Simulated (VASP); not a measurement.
# HfSi27C26 (a cell with a defect) in VASP: single point with PBE

Aim: the single point of HfSi27C26 (a cell with a defect) with PBE.

Everything below comes from runs of VASP 6.6.1. Logs are shortened: lines on timing, memory, paths and dates and some standing lists are left out, and cuts for length are marked.

### Step 1. The cell of the first run

The cell holds a defect, 54 atoms: a = 9.245 Å, b = 9.245 Å, c = 9.245 Å, α = 60.00°, β = 60.00°, γ = 60.00°.

### Step 2. Single point, PBE

Input file INCAR:

```
  PREC = Accurate
  ENCUT = 520
  EDIFF = 1E-6
  ISMEAR = -1
  SIGMA = 0.01
  LREAL = Auto
  LASPH = T
  NELM = 100
  ALGO = Normal
  ISIF = 2
  LWAVE = F
  LCHARG = F
  GGA = PE
  NBANDS = 144
```

Input file KPOINTS:

```
regular mesh
0
Gamma
  3 3 3
```

Input file POSCAR:

```
HfSi27C26
1.0
    0.0000000000      6.5370000000      6.5370000000
    6.5370000000      0.0000000000      6.5370000000
    6.5370000000      6.5370000000      0.0000000000
Si Hf C
27 1 26
Direct
   -0.0235876632     -0.0235876632     -0.0235876632
   -0.0235876632     -0.0235876632      0.4040963228
   -0.0006690758     -0.0006690758      0.6673357425
   -0.0235876632      0.4040963228     -0.0235876632
   -0.0008869806      0.3343738280      0.3343738280
   -0.0008869806      0.3343738280      0.6654726580
   -0.0006690758      0.6673357425     -0.0006690758
   -0.0008869806      0.6654726580      0.3343738280
   -0.0006690758      0.6673357425      0.6673357425
    0.4040963228     -0.0235876632     -0.0235876632
    0.3343738280     -0.0008869806      0.3343738280
    0.3343738280     -0.0008869806      0.6654726580
    0.3343738280      0.3343738280     -0.0008869806
    0.3333333333      0.3333333333      0.3333333333
    0.3343738280      0.3343738280      0.6654726580
    0.3343738280      0.6654726580     -0.0008869806
    0.3343738280      0.6654726580      0.3343738280
    0.3336698272      0.6665545020      0.6665545020
    0.6673357425     -0.0006690758     -0.0006690758
    0.6654726580     -0.0008869806      0.3343738280
    0.6673357425     -0.0006690758      0.6673357425
    0.6654726580      0.3343738280     -0.0008869806
    0.6654726580      0.3343738280      0.3343738280
    0.6665545020      0.3336698272      0.6665545020
    0.6673357425      0.6673357425     -0.0006690758
    0.6665545020      0.6665545020      0.3336698272
    0.6665545020      0.6665545020      0.6665545020
    0.0833333333      0.0833333333      0.0833333333
    0.0864548195      0.0864548195      0.4200702392
    0.0864548195      0.0864548195      0.7403534551
    0.0864548195      0.4200702392      0.0864548195
    0.0834738425      0.4166198303      0.4166198303
    0.0864548195      0.4200702392      0.7403534551
    0.0864548195      0.7403534551      0.0864548195
    0.0864548195      0.7403534551      0.4200702392
    0.0851027162      0.7494102057      0.7494102057
    0.4200702392      0.0864548195      0.0864548195
    0.4166198303      0.0834738425      0.4166198303
    0.4200702392      0.0864548195      0.7403534551
    0.4166198303      0.4166198303      0.0834738425
    0.4166198303      0.4166198303      0.4166198303
    0.4165919115      0.4165919115      0.7500747552
    0.4200702392      0.7403534551      0.0864548195
    0.4165919115      0.7500747552      0.4165919115
    0.4165919115      0.7500747552      0.7500747552
    0.7403534551      0.0864548195      0.0864548195
    0.7403534551      0.0864548195      0.4200702392
    0.7494102057      0.0851027162      0.7494102057
    0.7403534551      0.4200702392      0.0864548195
    0.7500747552      0.4165919115      0.4165919115
    0.7500747552      0.4165919115      0.7500747552
    0.7494102057      0.7494102057      0.0851027162
    0.7500747552      0.7500747552      0.4165919115
    0.7494102057      0.7494102057      0.7494102057
```

Potentials or basis: VASP PAW PBE potentials, release 64 (Si, Hf_pv, C).

The run is started by

```
cat potpaw_PBE.64/Si/POTCAR potpaw_PBE.64/Hf_pv/POTCAR potpaw_PBE.64/C/POTCAR > POTCAR
mpirun -np 1 vasp_std > vasp.out
```

OUTCAR:

```text
PREC = Accurate
   ENCUT = 520
   EDIFF = 1E-6
   ISMEAR = -1
   LREAL = Auto
   LASPH = T
   NELM = 100
   ISIF = 2
   GGA = PE

 ion  position               nearest neighbor table
   1  0.976  0.976  0.976-  30 1.85  34 1.85  46 1.85  28 2.42   7 2.66  19 2.66   3 2.66  20 3.14
                            22 3.14   8 3.14  12 3.14  16 3.14   6 3.14
   2  0.976  0.976  0.404-  35 1.85  47 1.85  29 1.85  28 2.42   9 2.66  21 2.66   3 2.66  20 3.14
                             8 3.14  17 3.14  23 3.14   5 3.14  11 3.14
   3  0.999  0.999  0.667-  30 1.87  29 1.87  36 1.89  48 1.89   1 2.66   2 2.66   7 3.07   9 3.07
                            19 3.07  21 3.07  18 3.08  24 3.08   6 3.09  12 3.09  11 3.09   5 3.09
   4  0.976  0.404  0.976-  49 1.85  33 1.85  31 1.85  28 2.42  25 2.66   9 2.66   7 2.66  22 3.14
                             6 3.14  23 3.14  15 3.14   5 3.14  13 3.14
   5  0.999  0.334  0.334-  29 1.87  31 1.87  32 1.88  50 1.88   6 3.06   8 3.06  24 3.07  26 3.07
                            14 3.08  23 3.08   7 3.09   3 3.09  11 3.10  13 3.10   2 3.14   4 3.14
   6  0.999  0.334  0.665-  33 1.87  30 1.87  32 1.88  51 1.88   5 3.06   8 3.06  27 3.07  24 3.07
                            14 3.08  22 3.08   3 3.09   9 3.09  15 3.10  12 3.10   4 3.14   1 3.14
   7  0.999  0.667  0.999-  34 1.87  31 1.87  36 1.89  52 1.89   1 2.66   4 2.66   3 3.07   9 3.07
                            19 3.07  25 3.07  18 3.08  26 3.08   8 3.09  16 3.09  13 3.09   5 3.09
   8  0.999  0.665  0.334-  35 1.87  34 1.87  32 1.88  53 1.88   5 3.06   6 3.06  27 3.07  26 3.07
                            14 3.08  20 3.08   7 3.09   9 3.09  17 3.10  16 3.10   2 3.14   1 3.14
   9  0.999  0.667  0.667-  33 1.87  35 1.87  36 1.89  54 1.89   2 2.66   4 2.66   3 3.07   7 3.07
[... 62 lines left out ...]
  53  0.750  0.750  0.417-   8 1.88  20 1.88  27 1.89  26 1.89
  54  0.749  0.749  0.749-  27 1.88  21 1.89  25 1.89   9 1.89

  LATTYP: Found a face centered cubic cell.
 ALAT       =    13.0740000000

  Lattice vectors:

 A1 = (   0.0000000000,   6.5370000000,   6.5370000000)
 A2 = (   6.5370000000,   0.0000000000,   6.5370000000)
 A3 = (   6.5370000000,   6.5370000000,   0.0000000000)

Analysis of symmetry for initial positions (statically):
=====================================================================
 Subroutine PRICEL returns:
 Original cell was already a primitive cell.

 Routine SETGRP: Setting up the symmetry group for a
 face centered cubic supercell.

 Subroutine GETGRP returns: Found 24 space group operations
 (whereof  6 operations were pure point group operations)
 out of a pool of 48 trial point group operations.

The static configuration has the point symmetry C_3v.
 The point group associated with its full space group is T_d .

Analysis of symmetry for dynamics (positions and initial velocities):
[... 208 lines left out ...]
   EMIN   =  10.00;   EMAX   =-10.00  energy-range for DOS
   EFERMI =   0.00;   METHOD = LEGACY
   ISMEAR =    -1;   SIGMA  =   0.01  broadening in eV -4-tet -1-fermi 0-gaus
   EFERMI_NEDOS =   21; number of points for ismear=-14 and -15
   IALGO  =     38    algorithm
   IMIX   =      4    mixing-type and parameters
     AMIX     =   0.40;   BMIX     =  1.00
     AMIX_MAG =   1.60;   BMIX_MAG =  1.00
  volume/ion in A,a.u.               =      10.35        69.82
  Fermi-wavevector in a.u.,A,eV,Ry     =   1.203568  2.274414 19.709076  1.448576
  Thomas-Fermi vector in A             =   2.339318
   LORBIT       =      0    0 simple, 1 ext, 2 COOP (PROOUT), +10 PAW based schemes
   GGA     = PE    functional components
   LHFCALC =     F    Hartree Fock is set to
   AEXX    =    0.0000 exact exchange contribution
   IVDW    =     0    specifies the selected vdW correction
   LEPSILON=     F    determine dielectric tensor
   LRPA    =     F    only Hartree local field effects (RPA)
 non-spin polarized calculation
  energy-cutoff  :      520.00
  volume of cell :      558.68
 maximum number of plane-waves:     15070
 NGX is ok and might be reduce to    70
   NGX = 35   NGY = 35   NGZ = 35

 number of electron     221.9999998 magnetization

 Free energy of the ion-electron system (eV)
  ---------------------------------------------------
  ext. energy  EPLUGINS =         0.00000000
  ---------------------------------------------------
  free energy    TOTEN  =      -395.30525587 eV

  energy without entropy =     -395.30520084  energy(sigma->0) =     -395.30522835

 E-fermi :   9.9908     XC(G=0): -11.4776

 val. band max:        9.9073312274   @ k =   0.3333   0.3333   0.0000
 cond. band min:      10.0635164387   @ k =   0.3333   0.3333   0.0000
 fundamental gap:      0.1561852113
 Fermi energy:         9.9907774887

 k-point     1 :       0.0000    0.0000    0.0000
  band No.  band energies     occupation
      1     -20.7122      2.00000
      2     -20.7122      2.00000
      3     -20.7122      2.00000
      4      -7.3031      2.00000
      5      -5.4548      2.00000
      6      -5.4548      2.00000
[... 493 lines left out ...]
    122      12.7878      0.00000
    123      12.8055      0.00000
 [bands above 123 left out]

------------------------ aborting loop because EDIFF is reached ----------------------------------------

  FORCE on cell =-STRESS in cart. coord.  units (eV):
  Direction    XX          YY          ZZ          XY          YZ          ZX
  --------------------------------------------------------------------------------------
  -------------------------------------------------------------------------------------
  Total       38.4570422     38.4570422     38.4570422      0.0000000     -0.0000000      0.0000000
  in kB      110.2861589    110.2861589    110.2861589      0.0000000     -0.0000000      0.0000000
  external PRESSURE =     110.2861589 kB  Pullay stress =       0.0000000 kB

 VOLUME and BASIS-vectors are now :
 -----------------------------------------------------------------------------
  energy-cutoff  :      520.00
  volume of cell :      558.68
      direct lattice vectors                 reciprocal lattice vectors
     0.000000000  6.537000000  6.537000000    -0.076487685  0.076487685  0.076487685
     6.537000000  0.000000000  6.537000000     0.076487685 -0.076487685  0.076487685
     6.537000000  6.537000000  0.000000000     0.076487685  0.076487685 -0.076487685

 POSITION                                       TOTAL-FORCE (eV/Angst)
 -----------------------------------------------------------------------------------
     12.76561     12.76561     12.76561        -0.023147     -0.023147     -0.023147
      9.02439      9.02439     12.76561         0.023147      0.023147     -0.023147
     10.89500     10.89500     13.06525         0.000000      0.000000     -0.021826
      9.02439     12.76561      9.02439         0.023147     -0.023147      0.023147
      4.37160      8.71700      8.71700         0.005447      0.006568      0.006568
      6.53600     10.88140      8.71700        -0.006568     -0.005447      0.006568
[... 46 lines left out ...]
      7.62650      7.62650      9.80648         0.000000     -0.000000     -0.006150
      9.79779      9.79779      9.79779         0.006416      0.006416      0.006416
 -----------------------------------------------------------------------------------
    total drift:                               -0.000019     -0.000019     -0.000019

  FREE ENERGIE OF THE ION-ELECTRON SYSTEM (eV)
  ---------------------------------------------------
  free  energy   TOTEN  =      -395.3052558680 eV

  energy  without entropy=     -395.3052008383  energy(sigma->0) =     -395.30522835
```

Wall time 28 min (1 thread of Intel Xeon 8259CL, shared host); peak memory 0.8 GiB.

What came out:

* Free energy: -395.3053 eV
* Pressure: 11.0 GPa
* Largest force: 0.040 eV/Å
* Band gap on the k mesh: 0.16 eV

Forces on the atoms (eV/Å):
```
Si  -0.023 -0.023 -0.023
Si   0.023  0.023 -0.023
Si   0.000  0.000 -0.022
Si   0.023 -0.023  0.023
Si   0.005  0.007  0.007
Si  -0.007 -0.005  0.007
Si   0.000 -0.022  0.000
Si  -0.007  0.007 -0.005
Si   0.022  0.000  0.000
Si  -0.023  0.023  0.023
Si   0.007  0.005  0.007
Si  -0.005 -0.007  0.007
Si   0.007  0.007  0.005
Si   0.000  0.000  0.000
Si  -0.007 -0.007  0.005
Si  -0.005  0.007 -0.007
Si  -0.007  0.005 -0.007
Si   0.016 -0.016 -0.016
Si  -0.022  0.000  0.000
Si   0.007 -0.007 -0.005
Si   0.000  0.022  0.000
Si   0.007 -0.005 -0.007
Si   0.005 -0.007 -0.007
Si  -0.016  0.016 -0.016
Si   0.000  0.000  0.022
Si  -0.016 -0.016  0.016
Si   0.016  0.016  0.016
Hf   0.000  0.000  0.000
C   -0.025 -0.025 -0.019
C    0.025  0.025 -0.019
C   -0.025 -0.019 -0.025
C   -0.001  0.001  0.001
C    0.019  0.025 -0.025
C    0.025 -0.019  0.025
C    0.019 -0.025  0.025
C    0.006 -0.006 -0.006
C   -0.019 -0.025 -0.025
C    0.001 -0.001  0.001
C    0.025  0.019 -0.025
C    0.001  0.001 -0.001
C   -0.001 -0.001 -0.001
C    0.000  0.000  0.006
C    0.025 -0.025  0.019
C    0.000  0.006  0.000
C   -0.006  0.000  0.000
C   -0.019  0.025  0.025
C   -0.025  0.019  0.025
C   -0.006  0.006 -0.006
C   -0.025  0.025  0.019
C    0.006  0.000  0.000
C    0.000 -0.006  0.000
C   -0.006 -0.006  0.006
C    0.000  0.000 -0.006
C    0.006  0.006  0.006
```

Levels at points of the mesh, in eV from the valence-band top:
```tsv
k point	band 109	band 110	band 111	band 112	band 113	band 114
(0.00, 0.00, 0.00)	-0.70	-0.70	-0.70	0.23	0.23	0.65
```

Caveat: spin-orbit coupling is left out, which moves the levels of the heavy elements.
